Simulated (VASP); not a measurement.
Write the native input for VASP 6.6.1 that does the following.

```
Task                   : single point
Functional             : PBE
Potentials or basis    : VASP PAW PBE potentials, release 64 (B, Mo_sv, Ru_pv)
Cutoff                 : 520 eV
k mesh                 : 4 × 4 × 4
Occupations            : gaussian, width 0.1 eV
Spin                   : collinear spin, ferromagnetic start
Starting moments       : [0.0, 0.0, 0.0, 0.0, 1.0, 1.0] μB
Dipole correction      : no
Further INCAR settings : ALGO = Normal; EDIFF = 1e-07; NBANDS = 33
```

The structure of B4MoRu lies in POSCAR:

```
B4MoRu
1.0
    4.6179358534      0.0000000000      0.0000000000
    0.0000000000      4.6179358534      0.0000000000
    0.0000000000      0.0000000000      4.6179358534
B Mo Ru
4 1 1
Direct
    0.7415821918      0.7415821918      0.7415821918
    0.2584178082      0.2584178082      0.7415821918
    0.2584178082      0.7415821918      0.2584178082
    0.7415821918      0.2584178082      0.2584178082
    0.0000000000      0.0000000000      0.0000000000
    0.5000000000      0.5000000000      0.5000000000
```

One way to write it, as run:

INCAR

```
SYSTEM = B4MoRu
ALGO = Normal
EDIFF = 1E-7
ENCUT = 520
GGA = PE
ISIF = 2
ISMEAR = 0
ISPIN = 2
LASPH = .TRUE.
LCHARG = .FALSE.
LMAXMIX = 4
LORBIT = 11
LREAL = .FALSE.
LWAVE = .FALSE.
MAGMOM = 0 0 0 0 1 1
NBANDS = 33
NELM = 150
PREC = Accurate
SIGMA = 0.1
```

KPOINTS

```
k-points
0
G
  4 4 4
  0 0 0
```

Potentials or basis: VASP PAW PBE potentials, release 64 (B, Mo_sv, Ru_pv).

Command:

```bash
$ cat potpaw_PBE.64/B/POTCAR potpaw_PBE.64/Mo_sv/POTCAR potpaw_PBE.64/Ru_pv/POTCAR > POTCAR
$ mpirun -np 1 vasp_std > vasp.out
```

It gave:

* Pressure: 0.3 GPa
* Largest force: 0.023 eV/Å
* Net moment: 0.62 μB per cell
* Site moments: B +0.00; Mo +0.48; Ru +0.00 μB
* Valence electrons inside the program's atomic spheres: B 1.72; Mo 12.75; Ru 13.19

It took 35 s on 1 thread of Intel(R) Xeon(R) 6975P-C (Granite Rapids) (shared host), peak memory 0.26 GiB.
